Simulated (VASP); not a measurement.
Set up this calculation in VASP 6.6.1, as the native input.

```yaml
Task: single point
Functional: PBE
Potentials_or_basis: VASP PAW PBE potentials, release 64 (Ti_sv, B)
Cutoff: 520 eV
k_mesh: 15 × 15 × 13
Occupations: fermi-dirac, width 0.08 eV
Spin: no spin polarisation
Dipole_correction: no
Further_INCAR_settings: ALGO = Normal; EDIFF = 1e-07; NBANDS = 16
```

The structure of TiB2 lies in POSCAR:

```
TiB2
1.0
    3.0190670283      0.0000000000      0.0000000000
   -1.5095335141      2.6145887422      0.0000000000
    0.0000000000      0.0000000000      3.2176025949
Ti B
1 2
Direct
    0.0000000000      0.0000000000      0.0000000000
    0.3333333333      0.6666666667      0.5000000000
    0.6666666667      0.3333333333      0.5000000000
```

This cell differs from its parent crystal: volume scaled by 0.99.

The input as run:

INCAR

```
SYSTEM = TiB2
PREC = Accurate
ENCUT = 520
EDIFF = 1E-7
ISMEAR = -1
SIGMA = 0.08
LREAL = .False.
LASPH = .True.
NELM = 80
ALGO = Normal
ISIF = 2
LWAVE = .False.
LCHARG = .False.
GGA = PE
NBANDS = 16
```

KPOINTS

```
Automatic mesh
0
Gamma
  15 15 13
  0 0 0
```

Potentials or basis: VASP PAW PBE potentials, release 64 (Ti_sv, B).

Command:

```console
$ cat potpaw_PBE.64/Ti_sv/POTCAR potpaw_PBE.64/B/POTCAR > POTCAR
$ mpirun -np 1 vasp_std > vasp.out
```

It gave:

```
Pressure               : 3.1 GPa
Band gap on the k mesh : zero (band 9 reaches 10.42 eV, above the bottom of band 10 at 9.95 eV)
```

Run time: 48 s on 1 thread of Intel(R) Xeon(R) 6975P-C (Granite Rapids), on a shared host, peak memory 0.19 GiB.
